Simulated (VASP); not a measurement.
Sr: single point with PBE

The system is Sr.

```
CELL_PARAMETERS angstrom
-2.40221 2.40221 2.40221
2.40221 -2.40221 2.40221
2.40221 2.40221 -2.40221
ATOMIC_POSITIONS crystal
Sr 0.00000 0.00000 0.00000
```

* Program: VASP 6.6.1
* Task: single point
* Functional: PBE
* Potentials or basis: VASP PAW PBE potentials, release 64 (Sr_sv)
* Cutoff: 520 eV
* k mesh: 10 × 10 × 10
* Occupations: fermi-dirac, width 0.05 eV
* Spin: collinear spin, ferromagnetic start
* Starting moments: [0.2] μB
* Dipole correction: no
* Further INCAR settings: ALGO = Normal; EDIFF = 1e-06; NBANDS = 15

The pressure is -0.3 GPa and the band gap on the k mesh is zero (filled and empty bands overlap). The net moment is 0.00 μB per cell. The valence electrons inside the program's atomic spheres are Sr 7.91.

Levels at points of the mesh, in eV from the Fermi level:
Spin up:
```tsv
k point	band 1	band 2	band 3	band 4	band 5	band 6	band 7	band 8	band 9	band 10
(0.00, 0.00, 0.00)	-36.65	-18.54	-18.54	-18.54	-3.64	2.35	2.35	2.35	3.66	3.66
(0.50, 0.00, 0.00)	-36.63	-18.73	-18.60	-18.54	-1.01	0.20	1.20	3.47	4.14	5.35
(0.50, 0.50, 0.50)	-36.62	-18.67	-18.67	-18.67	-0.14	-0.14	3.57	3.57	3.57	4.95
```
Spin down:
```csv
k point,band 1,band 2,band 3,band 4,band 5,band 6,band 7,band 8,band 9,band 10
"(0.00, 0.00, 0.00)",-36.65,-18.54,-18.54,-18.54,-3.64,2.35,2.35,2.35,3.66,3.66
"(0.50, 0.00, 0.00)",-36.63,-18.73,-18.60,-18.54,-1.01,0.20,1.20,3.47,4.14,5.35
"(0.50, 0.50, 0.50)",-36.62,-18.67,-18.67,-18.67,-0.14,-0.14,3.57,3.57,3.57,4.95
```

It took 92 s on 1 thread of AMD EPYC 7571, on a shared host, peak memory 0.2 GiB.
